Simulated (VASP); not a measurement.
Cu: relaxation of cell and atoms with PBE

Crystal: Cu.

```xyz
1
Lattice="0.0000 1.8188 1.8188 1.8188 0.0000 1.8188 1.8188 1.8188 0.0000" Properties=species:S:1:pos:R:3 pbc="T T T"
Cu    0.0000    0.0000    0.0000
```

```
Program                : VASP 6.6.1
Task                   : relaxation of cell and atoms
Functional             : PBE
Potentials or basis    : VASP PAW PBE potentials, release 64 (Cu)
Cutoff                 : 600 eV
k mesh                 : 20 × 20 × 20
Occupations            : gaussian, width 0.1 eV
Spin                   : no spin polarisation
Dipole correction      : no
Further INCAR settings : ALGO = Fast; EDIFF = 1e-06; IBRION = 2; EDIFFG = -0.01; NSW = 80; ISIF = 3
```

```yaml
Pressure_after_relaxing: 0.0 GPa
Band_gap_on_the_k_mesh: zero (an odd number of electrons rules out a gap without spin polarisation)
```

Final structure:
```
CELL_PARAMETERS angstrom
0.00000 1.81878 1.81878
1.81878 0.00000 1.81878
1.81878 1.81878 0.00000
ATOMIC_POSITIONS crystal
Cu 0.00000 0.00000 0.00000
```

Levels at points of the mesh, in eV from the Fermi level:
| k point | band 4 | band 5 | band 6 | band 7 | band 8 | band 9 |
| --- | --- | --- | --- | --- | --- | --- |
| (0.00, 0.00, 0.00) | -2.94 | -2.14 | -2.14 | 22.47 | 24.97 | 24.97 |
| (0.50, 0.00, 0.00) | -1.59 | -1.59 | -0.92 | 3.69 | 20.97 | 21.81 |
| (0.50, 0.50, 0.00) | -1.45 | -1.45 | 1.54 | 7.01 | 12.96 | 12.96 |

Wall time 79 s on 1 thread of AMD EPYC 7R13 (shared host), peak memory 0.13 GiB.

Caveat: the relaxation stopped at its first step, so nothing moved.
